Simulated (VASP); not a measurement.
Set up this calculation in VASP 6.6.1, as the native input.

| Property | Result |
| --- | --- |
| Task | single point |
| Functional | RPBE |
| Potentials or basis | VASP PAW PBE potentials, release 64 (Ge_d) |
| Cutoff | 520 eV |
| k mesh | 14 × 14 × 14 |
| Occupations | fermi-dirac, width 0.1 eV |
| Spin | no spin polarisation |
| Dipole correction | no |
| Further INCAR settings | ALGO = Normal; EDIFF = 1e-06; NBANDS = 13 |

The structure of Ge lies in POSCAR:

```
Ge
1.0
    0.0000000000      2.0979389985      2.0979389985
    2.0979389985      0.0000000000      2.0979389985
    2.0979389985      2.0979389985      0.0000000000
Ge
1
Direct
    0.0000000000      0.0000000000      0.0000000000
```

This cell differs from its parent crystal: volume scaled by 0.92.

One way to write it, as run:

INCAR

```
ALGO = Normal
EDIFF = 1E-6
ENCUT = 520
GGA = RP
ISIF = 2
ISMEAR = -1
LASPH = True
LCHARG = False
LREAL = False
LWAVE = False
NBANDS = 13
NELM = 100
PREC = Accurate
SIGMA = 0.1
```

KPOINTS

```
k-points
0
Gamma
  14 14 14
```

Potentials or basis: VASP PAW PBE potentials, release 64 (Ge_d).

Run with:

```bash
$ cat potpaw_PBE.64/Ge_d/POTCAR > POTCAR
$ mpirun -np 1 vasp_std > vasp.out
```

Results of the run:

```json
{
 "Pressure": "5.9 GPa",
 "Band gap on the k mesh": "zero (band 7 reaches 16.42 eV, above the bottom of band 8 at 4.75 eV)"
}
```

Caveat: the PAW data sets were made with another functional, which shifts forces and pressure a little.

It took 8.7 s on 1 thread of Intel(R) Xeon(R) 6975P-C (Granite Rapids) (shared host), peak memory 0.15 GiB.
